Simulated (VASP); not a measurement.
Input of a VASP 6.6.1 run:

File POSCAR:

```
AlN
1.0
    0.0000000000      2.0188684521      2.0188684521
    2.0188684521      0.0000000000      2.0188684521
    2.0188684521      2.0188684521      0.0000000000
Al N
1 1
Direct
    0.0000000000      0.0000000000      0.0000000000
    0.5000000000      0.5000000000      0.5000000000
```

File INCAR.step1:

```
ALGO = Normal ; EDIFF = 1E-5
ENCUT = 520 ; GGA = PE
ISIF = 2 ; ISMEAR = 0
LASPH = True ; LCHARG = False
LREAL = False ; LWAVE = True
NBANDS = 11 ; NELM = 60
PREC = Accurate ; SIGMA = 0.01
```

File INCAR.step2:

```
ALGO = Normal ; EDIFF = 1E-6
ENCUT = 520 ; GGA = PE
HFSCREEN = 0.2079 ; ISIF = 2
ISMEAR = 0 ; ISTART = 1
LASPH = True ; LCHARG = False
LHFCALC = True ; LREAL = False
LWAVE = False ; NBANDS = 11
NELM = 60 ; PREC = Accurate
PRECFOCK = Normal ; SIGMA = 0.01
```

File KPOINTS:

```
k-points
0
Gamma
  8 8 8
```

Potentials or basis: VASP PAW PBE potentials, release 64 (Al, N).

Launch:

```bash
$ cat potpaw_PBE.64/Al/POTCAR potpaw_PBE.64/N/POTCAR > POTCAR
$ cp INCAR.step1 INCAR
$ mpirun -np 1 vasp_std > vasp.out
$ cp INCAR.step2 INCAR
$ mpirun -np 1 vasp_std > vasp.out
```

**Question.** Estimate the band gap on the k mesh.

**Answer.** 6.01 eV (least direct gap 7.26 eV).

**Question.** What does it give for the pressure?

**Answer.** -1.5 GPa.

Caveat: the PAW data sets were made with another functional, which shifts forces and pressure a little. A k mesh can miss the band edges.
